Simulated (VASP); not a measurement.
# TiSi2 (P6/mmm) in VASP: settings compared, part 2 of 2

VASP 6.6.1.

**3. Single point, r2SCAN-based global hybrid with 25 % exact exchange**

Input file POSCAR:

```
TiSi2
1.0
    4.3746400000      0.0000000000      0.0000000000
   -2.1873200000      3.7885500000      0.0000000000
    0.0000000000      0.0000000000      2.5610100000
Ti Si
1 2
Direct
    0.0000000000      0.0000000000      0.0000000000
    0.3333300000      0.6666700000      0.5000000000
    0.6666700000      0.3333300000      0.5000000000
```

Input file INCAR.step1:

```
SYSTEM = TiSi2
PREC     = Accurate       ! precision mode
ENCUT    = 520            ! plane-wave cutoff, eV
EDIFF    = 1E-5           ! SCF threshold, eV
ISMEAR   = -1             ! smearing method
SIGMA    = 0.05           ! smearing width, eV
LREAL    = .FALSE.        ! projectors in reciprocal space
LASPH    = .TRUE.         ! aspherical terms in the spheres
NELM     = 60             ! most SCF steps
ALGO     = Normal         ! electronic algorithm
ISIF     = 2              ! what is computed and relaxed
LWAVE    = .TRUE.         ! write WAVECAR
NBANDS   = 17             ! bands
GGA      = PE             ! functional
```

Input file INCAR.step2:

```
SYSTEM = TiSi2
PREC     = Accurate       ! precision mode
ENCUT    = 520            ! plane-wave cutoff, eV
EDIFF    = 1E-6           ! SCF threshold, eV
ISMEAR   = -1             ! smearing method
SIGMA    = 0.05           ! smearing width, eV
LREAL    = .FALSE.        ! projectors in reciprocal space
LASPH    = .TRUE.         ! aspherical terms in the spheres
NELM     = 60             ! most SCF steps
ALGO     = Normal         ! electronic algorithm
ISIF     = 2              ! what is computed and relaxed
LWAVE    = .FALSE.        ! write WAVECAR
LCHARG   = .TRUE.         ! write CHGCAR
METAGGA  = R2SCAN         ! meta-GGA
LHFCALC  = .TRUE.         ! exact exchange
AEXX     = 0.25           ! exact-exchange fraction
LMIXTAU  = .TRUE.       
PRECFOCK = Normal       
LELF     = .TRUE.         ! ELF
LVHAR    = .TRUE.       
NBANDS   = 17             ! bands
ISTART   = 1
```

Input file KPOINTS:

```
regular mesh
0
G
  4 4 6
  0 0 0
```

Potentials or basis: VASP PAW PBE potentials, release 64 (Ti_sv, Si).

Run with:

```bash
$ cat potpaw_PBE.64/Ti_sv/POTCAR potpaw_PBE.64/Si/POTCAR > POTCAR
$ cp INCAR.step1 INCAR
$ mpirun -np 1 vasp_std > vasp.out
$ cp INCAR.step2 INCAR
$ mpirun -np 1 vasp_std > vasp.out
```

OUTCAR:

```text
SYSTEM = TiSi2
   PREC = Accurate
   ENCUT = 520
   EDIFF = 1E-6
   ISMEAR = -1
   LREAL = .FALSE.
   LASPH = .TRUE.
   NELM = 60
   ISIF = 2
   METAGGA = R2SCAN
   LHFCALC = .TRUE.
   AEXX = 0.25
   PRECFOCK = Normal
   ISTART = 1

 ion  position               nearest neighbor table
   1  0.000  0.000  0.000-   2 2.83   3 2.83   2 2.83   3 2.83   3 2.83   3 2.83   2 2.83   2 2.83
                             3 2.83   3 2.83   2 2.83   2 2.83
   2  0.333  0.667  0.500-   3 2.53   3 2.53   3 2.53   1 2.83   1 2.83   1 2.83   1 2.83   1 2.83
                             1 2.83
   3  0.667  0.333  0.500-   2 2.53   2 2.53   2 2.53   1 2.83   1 2.83   1 2.83   1 2.83   1 2.83
                             1 2.83

  LATTYP: Found a hexagonal cell.
 ALAT       =     4.3746400000
 C/A-ratio  =     0.5854218861

  Lattice vectors:

 A1 = (   4.3746400000,   0.0000000000,   0.0000000000)
 A2 = (  -2.1873200000,   3.7885500000,   0.0000000000)
 A3 = (   0.0000000000,   0.0000000000,   2.5610100000)

Analysis of symmetry for initial positions (statically):
[... 177 lines left out ...]
  ext. energy  EPLUGINS =         0.00000000
  ---------------------------------------------------
  free energy    TOTEN  =       -33.63997350 eV

  energy without entropy =      -33.63751056  energy(sigma->0) =      -33.63874203

 E-fermi :  10.5044     XC(G=0):  -9.6511

 val. band max:       10.4484642326   @ k =   0.5000  -0.0000   0.3333
 cond. band min:      10.9285956021   @ k =   0.5000   0.5000   0.3333
 fundamental gap:      0.4801313694
 Fermi energy:        10.5043811713

 k-point     1 :       0.0000    0.0000    0.0000
  band No.  band energies     occupation
      1     -52.7983      2.00000
      2     -26.8465      2.00000
      3     -26.8444      2.00000
      4     -25.9966      2.00000
      5      -5.2120      2.00000
      6       3.9265      2.00000
[... 457 lines left out ...]
      4     -26.6693      2.00000
      5       0.7665      2.00000
      6       2.5144      2.00000
[... 9 lines left out ...]
     16      15.9326      0.00000
     17      16.9003      0.00000

 [... further k-points ...]
[... 5 lines left out ...]
  --------------------------------------------------------------------------------------
  -------------------------------------------------------------------------------------
  Total        0.6435791      0.5672264     -3.9559256     -0.0661236      0.0000000      0.0000000
  in kB       24.2932659     21.4111693   -149.3248473     -2.4959755      0.0000000      0.0000000
  external PRESSURE =     -34.5401374 kB  Pullay stress =       0.0000000 kB

 VOLUME and BASIS-vectors are now :
 -----------------------------------------------------------------------------
  energy-cutoff  :      520.00
  volume of cell :       42.45
      direct lattice vectors                 reciprocal lattice vectors
     4.374640000  0.000000000  0.000000000     0.228590238  0.131976614  0.000000000
    -2.187320000  3.788550000  0.000000000     0.000000000  0.263953227  0.000000000
     0.000000000  0.000000000  2.561010000     0.000000000  0.000000000  0.390470947

 POSITION                                       TOTAL-FORCE (eV/Angst)
 -----------------------------------------------------------------------------------
      0.00000      0.00000      0.00000        -0.000000      0.000000      0.000000
     -0.00002      2.52571      1.28051        -0.031322      0.018084      0.000000
      2.18734      1.26284      1.28051         0.031322     -0.018084     -0.000000
 -----------------------------------------------------------------------------------
    total drift:                                0.000000     -0.000000     -0.000000

  FREE ENERGIE OF THE ION-ELECTRON SYSTEM (eV)
  ---------------------------------------------------
  free  energy   TOTEN  =       -33.6399735005 eV

  energy  without entropy=      -33.6375105640  energy(sigma->0) =      -33.63874203
```

OUTCAR.step1:

```text
SYSTEM = TiSi2
   PREC = Accurate
   ENCUT = 520
   EDIFF = 1E-5
   ISMEAR = -1
   LREAL = .FALSE.
[... 709 lines left out ...]
      0.00000      0.00000      0.00000         0.000000      0.000000      0.000000
     -0.00002      2.52571      1.28051         0.000285     -0.000164      0.000000
      2.18734      1.26284      1.28051        -0.000285      0.000164      0.000000
 -----------------------------------------------------------------------------------
    total drift:                               -0.000000      0.000000     -0.000000

  FREE ENERGIE OF THE ION-ELECTRON SYSTEM (eV)
  ---------------------------------------------------
  free  energy   TOTEN  =       -19.4081601243 eV

  energy  without entropy=      -19.3865224738  energy(sigma->0) =      -19.39734130
```

Run time: 44 min. Hardware: 1 thread of Intel Xeon Platinum 8488C (Sapphire Rapids), shared host; peak memory 0.2 GiB.

Results:

```
Free energy            : -33.6400 eV
Pressure               : -3.5 GPa
Largest force          : 0.036 eV/Å
Band gap on the k mesh : zero (bands 10 and 11 overlap by 4.28 eV)
```

Forces in eV/Å, atoms in the order of the input:
```
Ti   0.000  0.000  0.000
Si  -0.031  0.018  0.000
Si   0.031 -0.018  0.000
```

Caveat: the k points lie up to 0.41 Å⁻¹ apart, too coarse for converged energies and pressures of a metal; the PAW data sets were made with another functional, which shifts forces and pressure a little.

**4. Single point, r2SCAN-based global hybrid with 10 % exact exchange**

POSCAR is that of step 3.

INCAR.step1, as its differences from that of step 3:

```diff
@@ -8,3 +8,3 @@
 LASPH    = .TRUE.         ! aspherical terms in the spheres
-NELM     = 60             ! most SCF steps
+NELM     = 100            ! most SCF steps
 ALGO     = Normal         ! electronic algorithm
@@ -12,2 +12,3 @@
 LWAVE    = .TRUE.         ! write WAVECAR
+LCHARG   = .FALSE.        ! write CHGCAR
 NBANDS   = 17             ! bands
```

Input file INCAR.step2:

```
SYSTEM = TiSi2
PREC     = Accurate       ! precision mode
ENCUT    = 520            ! plane-wave cutoff, eV
EDIFF    = 1E-7           ! SCF threshold, eV
ISMEAR   = -1             ! smearing method
SIGMA    = 0.05           ! smearing width, eV
LREAL    = .FALSE.        ! projectors in reciprocal space
LASPH    = .TRUE.         ! aspherical terms in the spheres
NELM     = 100            ! most SCF steps
ALGO     = Normal         ! electronic algorithm
ISIF     = 2              ! what is computed and relaxed
LWAVE    = .FALSE.        ! write WAVECAR
LCHARG   = .FALSE.        ! write CHGCAR
METAGGA  = R2SCAN         ! meta-GGA
LHFCALC  = .TRUE.         ! exact exchange
AEXX     = 0.1            ! exact-exchange fraction
LMIXTAU  = .TRUE.       
PRECFOCK = Normal       
NBANDS   = 17             ! bands
ISTART   = 1
```

KPOINTS is that of step 3.

Run with:

```bash
$ cat potpaw_PBE.64/Ti_sv/POTCAR potpaw_PBE.64/Si/POTCAR > POTCAR
$ cp INCAR.step1 INCAR
$ mpirun -np 1 vasp_std > vasp.out
$ cp INCAR.step2 INCAR
$ mpirun -np 1 vasp_std > vasp.out
```

Run time: 57 min. Hardware: 1 thread of Intel Xeon Platinum 8488C (Sapphire Rapids), shared host; peak memory 0.19 GiB.

It converged, with:

| Property | Result |
| --- | --- |
| Free energy | -32.0751 eV |
| Pressure | -2.4 GPa |
| Band gap on the k mesh | zero (bands 10 and 11 overlap by 3.61 eV) |

Stress tensor (GPa, compression positive):
```
  2.50   0.00   0.00
  0.00   2.50   0.00
  0.00   0.00 -12.09
```

Levels at points of the mesh, in eV from the Fermi level:
| k point | band 8 | band 9 | band 10 | band 11 | band 12 | band 13 |
| --- | --- | --- | --- | --- | --- | --- |
| (0.00, 0.00, 0.00) | -5.68 | -2.11 | -1.40 | -1.40 | 3.88 | 3.88 |
| (0.50, 0.00, 0.00) | -4.77 | -1.12 | -0.71 | 3.16 | 3.51 | 3.82 |
| (0.50, 0.50, 0.00) | -4.77 | -1.12 | -0.71 | 3.16 | 3.51 | 3.82 |
| (0.00, 0.00, 0.50) | -2.48 | -1.11 | -1.08 | -1.08 | -0.19 | -0.19 |
| (0.50, 0.00, 0.50) | -5.18 | -4.26 | 1.45 | 1.49 | 1.84 | 2.57 |
| (0.50, 0.50, 0.50) | -5.18 | -4.26 | 1.45 | 1.49 | 1.84 | 2.57 |

Caveat: the k points lie up to 0.41 Å⁻¹ apart, too coarse for converged energies and pressures of a metal; the PAW data sets were made with another functional, which shifts forces and pressure a little.

**5. Summary**

| task | level | potentials or basis | cell | k mesh | cutoff (eV) | grid for exact exchange (PRECFOCK) | share of exact exchange | gap on the mesh (eV) | pressure (GPa) |
| --- | --- | --- | --- | --- | --- | --- | --- | --- | --- |
| relaxation of cell and atoms | LDA | VASP PAW LDA potentials, release 64 (Ti_sv, Si) | relaxed | 6 × 6 × 8 | 600 | - | - | none | 0.2 |
| single point | r2SCAN-based global hybrid with 25 % exact exchange | VASP PAW PBE potentials, release 64 (Ti_sv, Si) | as given | 4 × 4 × 6 | 520 | Normal | 0.25 | none | -3.5 |
| single point | r2SCAN-based global hybrid with 10 % exact exchange | VASP PAW PBE potentials, release 64 (Ti_sv, Si) | as given | 4 × 4 × 6 | 520 | Normal | 0.1 | none | -2.4 |

Alike in all rows: no spin polarisation; smearing fermi-dirac 0.05 eV.

Caveats: some runs use coarse meshes; the PAW data sets were made with another functional, which shifts forces and pressure a little (at least some runs).

Absolute energies hang on the potentials; compare differences alone.

The gap in the log of VASP goes by the Fermi energy; the results here count the filled bands.